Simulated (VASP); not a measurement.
Runs of VASP 6.6.1 on W. The structure is that of space group Im-3m (No. 229), or close to it. The cells are those of the table. 

```tsv
task	level	potentials or basis	cell	cutoff (eV)	gap on the mesh (eV)	pressure (GPa)	relaxed volume (Å³/atom)
single point	LDA	VASP PAW LDA potentials, release 64 (W_sv)	a = 2.715 Å, angles 109.5°, 1 atom	520	none	(a)	-
single point	PBE	VASP PAW PBE potentials, release 64 (W_sv)	a = 2.757 Å, angles 109.5°, 1 atom	520	none	0.5	-
single point	PBEsol	VASP PAW PBE potentials, release 64 (W_sv)	a = 2.732 Å, angles 109.5°, 1 atom	520	none	0.7	-
relaxation of cell and atoms	PBEsol	VASP PAW PBE potentials, release 64 (W_sv)	relaxed from a = 2.741 Å, angles 109.5°, 1 atom	600	none	0.0	15.73
relaxation of cell and atoms	PBE	VASP PAW PBE potentials, release 64 (W_sv)	relaxed from a = 2.741 Å, angles 109.5°, 1 atom	600	none	-0.2	16.18
relaxation of cell and atoms	r2SCAN+rVV10	VASP PAW PBE potentials, release 64 (W_sv)	relaxed from a = 2.741 Å, angles 109.5°, 1 atom	600	none	0.0	(c)
relaxation of cell and atoms	LDA	VASP PAW LDA potentials, release 64 (W_sv)	relaxed from a = 2.741 Å, angles 109.5°, 1 atom	600	none	-0.3	(b)
single point	r2SCAN+rVV10	VASP PAW PBE potentials, release 64 (W_sv)	a = 2.738 Å, angles 109.5°, 1 atom	520	none	2.0	-
```

Alike in all rows: no spin polarisation; k mesh 12 × 12 × 12; smearing fermi-dirac 0.1 eV.

**Question.** Fill in the values left out.

**Answer.** (a) 1.9; (b) 15.50; (c) 15.90.

Caveats: spin-orbit coupling is left out, which moves the levels of the heavy elements; the PAW data sets were made with another functional, which shifts forces and pressure a little (some runs).

A k mesh can miss the band edges, and the runs leave out spin-orbit coupling on W.

A gap of «none» marks levels without a gap at the run's occupations.
